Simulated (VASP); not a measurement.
Crystal: Sn.

```xyz
1
Lattice="-1.8947 1.8947 1.8947 1.8947 -1.8947 1.8947 1.8947 1.8947 -1.8947" Properties=species:S:1:pos:R:3 pbc="T T T"
Sn    0.0000    0.0000    0.0000
```

- Program: VASP 6.6.1
- Task: relaxation of cell and atoms
- Functional: LDA
- Potentials or basis: VASP PAW LDA potentials, release 64 (Sn_d)
- Cutoff: 600 eV
- k mesh: 12 × 12 × 12
- Occupations: methfessel-paxton, width 0.1 eV
- Spin: no spin polarisation

At the start: pressure -3.6 GPa; volume 27.20 Å³/atom.

Task: How do energy, volume and symmetry change on relaxing?

Result: Over 3 steps the energy falls by 21.8 meV/atom and the volume is 25.39 Å³/atom (-6.7 %); space group Im-3m (No. 229, to 0.05 Å).

Step by step:
```csv
step,energy change (eV),largest force (eV/Å),pressure (GPa),volume (Å³)
1,0.0000,0.0000,-3.62,27.20
2,-0.0195,0.0000,1.34,24.86
3,-0.0218,0.0000,0.04,25.39
```

Final structure:
```
Sn
1.0
    -1.85148    1.85148    1.85148
     1.85148   -1.85148    1.85148
     1.85148    1.85148   -1.85148
Sn
1
Cartesian
  0.0000 0.0000 0.0000
```
